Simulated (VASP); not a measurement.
Wanted: the native input for a VASP 6.6.1 run.

```yaml
Task: single point
Functional: PBE
Potentials_or_basis: VASP PAW PBE potentials, release 64 (Ta_pv)
Cutoff: 520 eV
k_mesh: 8 × 8 × 8
Occupations: gaussian, width 0.1 eV
Spin: no spin polarisation
Dipole_correction: no
Further_INCAR_settings: ALGO = Normal; EDIFF = 1e-06; NBANDS = 12
```

The structure of Ta lies in POSCAR:

```
Ta
1.0
   -1.6283441404      1.6283441404      1.6283441404
    1.6283441404     -1.6283441404      1.6283441404
    1.6283441404      1.6283441404     -1.6283441404
Ta
1
Direct
    0.0000000000      0.0000000000      0.0000000000
```

These files were run (other wordings do the same):

INCAR

```
SYSTEM = Ta
  PREC = Accurate
  ENCUT = 520
  EDIFF = 1E-6
  ISMEAR = 0
  SIGMA = 0.1
  LREAL = .FALSE.
  LASPH = .TRUE.
  NELM = 60
  ALGO = Normal
  ISIF = 2
  LWAVE = .FALSE.
  LCHARG = .TRUE.
  GGA = PE
  LELF = .TRUE.
  LVHAR = .TRUE.
  NBANDS = 12
```

KPOINTS

```
Automatic mesh
0
G
  8 8 8
  0 0 0
```

Potentials or basis: VASP PAW PBE potentials, release 64 (Ta_pv).

Launch:

```console
$ cat potpaw_PBE.64/Ta_pv/POTCAR > POTCAR
$ mpirun -np 1 vasp_std > vasp.out
```

It gave:

```
Pressure : 10.8 GPa
```

Run time: 7.8 s on 1 thread of Intel Xeon 6975P-C, on a shared host, peak memory 0.14 GiB.
